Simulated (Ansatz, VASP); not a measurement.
**Hf3N2: VASP beside Ansatz**

```xyz
5
Lattice="1.5994 0.9234 7.7548 -1.5994 0.9234 7.7548 0.0000 -1.8469 7.7548" Properties=species:S:1:pos:R:3 pbc="T T T"
Hf    0.0000    0.0000   18.1328
Hf    0.0000    0.0000    5.1317
Hf    0.0000    0.0000    0.0000
N     0.0000    0.0000   14.2359
N     0.0000    0.0000    9.0286
```

Alike in both runs: task single point; functional r2SCAN; k mesh 12 × 12 × 12; occupations gaussian, width 0.1 eV; no spin polarisation.

```csv
,VASP,Ansatz
version,VASP 6.6.1,Ansatz 0.2.0
potentials or method,"VASP PAW PBE potentials, release 64 (Hf_pv, N), cutoff 520 eV","scalar-relativistic, plane waves, PAW"
valence electrons in the cell,40,88
```

Ansatz gave:

- gap on the k mesh at the Fermi level (eV): none
- pressure (GPa): 2.0
- traceless stress, the component that is largest in VASP (GPa): -0.29
- rms of the force components (eV/Å): 0.050

Estimate VASP's values.

gap on the k mesh at the Fermi level (eV): none; pressure (GPa): 0.1; traceless stress, the component that is largest in VASP (GPa): -0.17; rms of the force components (eV/Å): 0.035.

VASP's potentials were made for PBE, not for r2SCAN. Atom by atom the forces differ by 0.028 eV/Å (rms over components). A gap of «none» marks a metal or a gap that the smearing closes. With one functional, cell and mesh, what is left measures potentials, basis and numerics. VASP's potentials hold 40 valence electrons a cell and Ansatz's 88, so a difference there can come from the potentials and not from the codes.

Spin-orbit coupling is off throughout.
